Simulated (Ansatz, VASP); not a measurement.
**Pd in VASP and in Ansatz**

```
Pd
1.0
     0.00000    1.78931    1.94490
     1.78931    0.00000    1.94490
     1.78931    1.78931    0.00000
Pd
1
Direct
  0.00000 0.00000 0.00000
```

Change from the starting cell: strain -0.080 along x and y, +0.000 along z, atoms carried along.

Alike in both runs: task single point; functional PBEsol; k mesh 20 × 20 × 20; occupations gaussian, width 0.15 eV; no spin polarisation.

```csv
,VASP,Ansatz
version,VASP 6.6.1,Ansatz 0.2.0
potentials or method,"VASP PAW PBE potentials, release 64 (Pd), cutoff 520 eV","scalar-relativistic, plane waves, PAW"
valence electrons in the cell,10,18
```

|  | VASP | Ansatz | Ansatz less VASP |
| --- | --- | --- | --- |
| gap on the k mesh at the Fermi level (eV) | none | none | - |
| pressure (GPa) | 48.6 | 49.2 | +0.56 |
| traceless stress, the component that is largest in VASP (GPa) | -8.13 | -8.24 | -0.110 |

VASP's potentials were made for PBE, not for PBEsol. A gap of «none» marks a metal or a gap that the smearing closes. Both programs put the cell under a high pressure, so it lies far from rest at this level. VASP's potentials hold 10 valence electrons a cell and Ansatz's 18, so a difference there can come from the potentials and not from the codes.
